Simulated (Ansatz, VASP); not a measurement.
# Two plane-wave programs on HfS4

File INCAR:

```
  PREC = Accurate
  ENCUT = 600
  EDIFF = 1E-6
  ISMEAR = 0
  SIGMA = 0.1
  LREAL = F
  LASPH = T
  NELM = 100
  ALGO = Normal
  ISIF = 3
  LWAVE = F
  LCHARG = F
  GGA = PE
  IBRION = 2
  NSW = 100
  EDIFFG = -0.01
```

The input KPOINTS:

```
regular mesh
0
Gamma
  10 10 10
```

The input POSCAR:

```
HfS4
1.0
    0.0000000000      3.6855609688      3.6855609688
    3.6855609688      0.0000000000      3.6855609688
    3.6855609688      3.6855609688      0.0000000000
Hf S
1 4
Direct
    0.5000000000      0.5000000000      0.5000000000
    0.8746051601      0.3761845196      0.8746051601
    0.8746051601      0.8746051601      0.8746051601
    0.3761845196      0.8746051601      0.8746051601
    0.8746051601      0.8746051601      0.3761845196
```

Input for Ansatz:

```yaml
crystal:
  lattice:
    - [0.0, 3.6855609688, 3.6855609688]
    - [3.6855609688, 0.0, 3.6855609688]
    - [3.6855609688, 3.6855609688, 0.0]
  atoms:
    - { symbol: Hf, position: [0.5, 0.5, 0.5] }
    - { symbol: S, position: [0.8746051601, 0.3761845196, 0.8746051601] }
    - { symbol: S, position: [0.8746051601, 0.8746051601, 0.8746051601] }
    - { symbol: S, position: [0.3761845196, 0.8746051601, 0.8746051601] }
    - { symbol: S, position: [0.8746051601, 0.8746051601, 0.3761845196] }
basis:
  ecutwfc: 420
kpoints:
  mp_grid: { grid: [10, 10, 10] }
hamiltonian:
  xc: pbe
scf:
  occupations: { method: gaussian, width: 0.1 }
output:
  forces: true
  stress: true
  eigenvalues: true
relax:
  adjacent_minimum: "off"
  f_tol: 0.01
  max_steps: 80
  cell: { stress_tol: 0.05 }
```

Alike in both runs: task relaxation of cell and atoms; functional PBE; k mesh 10 × 10 × 10; occupations gaussian, width 0.1 eV; no spin polarisation.

```csv
,VASP,Ansatz
version,VASP 6.6.1,Ansatz 0.2.0
potentials or method,"VASP PAW PBE potentials, release 64 (Hf_pv, S), cutoff 600 eV","scalar-relativistic, plane waves, PAW"
valence electrons in the cell,34,50
```

VASP gave:

* gap on the k mesh at the Fermi level, each at its own relaxed structure (eV): none
* relaxed volume (Å³/atom): 19.60
* relaxed cell length with the largest relative difference (Å): 5.175

Task: Which values does Ansatz return?

Result: gap on the k mesh at the Fermi level, each at its own relaxed structure (eV): none; relaxed volume (Å³/atom): 19.70; relaxed cell length with the largest relative difference (Å): 5.184.

A gap of «none» marks a metal or a gap that the smearing closes. VASP's potentials hold 34 valence electrons a cell and Ansatz's 50, so a difference there can come from the potentials and not from the codes.

Spin-orbit coupling is off throughout.
